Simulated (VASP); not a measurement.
Write the native input for VASP 6.6.1 that does the following.

```
Task                   : single point
Functional             : PBEsol
Potentials or basis    : VASP PAW PBE potentials, release 64 (Sb)
Cutoff                 : 520 eV
k mesh                 : 3 × 3 × 3
Occupations            : gaussian, width 0.1 eV
Spin                   : no spin polarisation
Dipole correction      : no
Further INCAR settings : ALGO = Normal; EDIFF = 1e-07; NBANDS = 42
```

The structure of Sb lies in POSCAR:

```
Sb
1.0
    4.0135081383      2.3172000041      6.8446454560
   -4.0135081383      2.3172000041      6.8446454560
    0.0000000000     -4.6344000080      6.8446454560
Sb
12
Direct
    0.0101900000      0.6536100000      0.0101900000
    0.0101900000      0.0101900000      0.6536100000
    0.6536100000      0.0101900000      0.0101900000
    0.9898100000      0.3463900000      0.9898100000
    0.3463900000      0.9898100000      0.9898100000
    0.9898100000      0.9898100000      0.3463900000
    0.2211800000      0.6306000000      0.2211800000
    0.2211800000      0.2211800000      0.6306000000
    0.6306000000      0.2211800000      0.2211800000
    0.7788200000      0.3694000000      0.7788200000
    0.3694000000      0.7788200000      0.7788200000
    0.7788200000      0.7788200000      0.3694000000
```

One way to write it, as run:

INCAR

```
PREC     = Accurate       # precision mode
ENCUT    = 520            # plane-wave cutoff, eV
EDIFF    = 1E-7           # SCF threshold, eV
ISMEAR   = 0              # smearing method
SIGMA    = 0.1            # smearing width, eV
LREAL    = False          # projectors in reciprocal space
LASPH    = True           # aspherical terms in the spheres
NELM     = 100            # most SCF steps
ALGO     = Normal         # electronic algorithm
ISIF     = 2              # what is computed and relaxed
LWAVE    = False          # write WAVECAR
LCHARG   = False          # write CHGCAR
GGA      = PS             # functional
NBANDS   = 42             # bands
```

KPOINTS

```
Automatic mesh
0
Gamma
  3 3 3
```

Potentials or basis: VASP PAW PBE potentials, release 64 (Sb).

Run with:

```sh
$ cat potpaw_PBE.64/Sb/POTCAR > POTCAR
$ mpirun -np 1 vasp_std > vasp.out
```

It gave:

* Pressure: 11.9 GPa
* Largest force: 1.998 eV/Å
* Band gap on the k mesh: zero (band 30 reaches 6.89 eV, above the bottom of band 31 at 6.39 eV)

Caveat: the PAW data sets were made with another functional, which shifts forces and pressure a little; spin-orbit coupling is left out, which moves the levels of the heavy elements.

Run time: 78 s on 1 thread of Intel(R) Xeon(R) 6975P-C (Granite Rapids), on a shared host, peak memory 0.54 GiB.
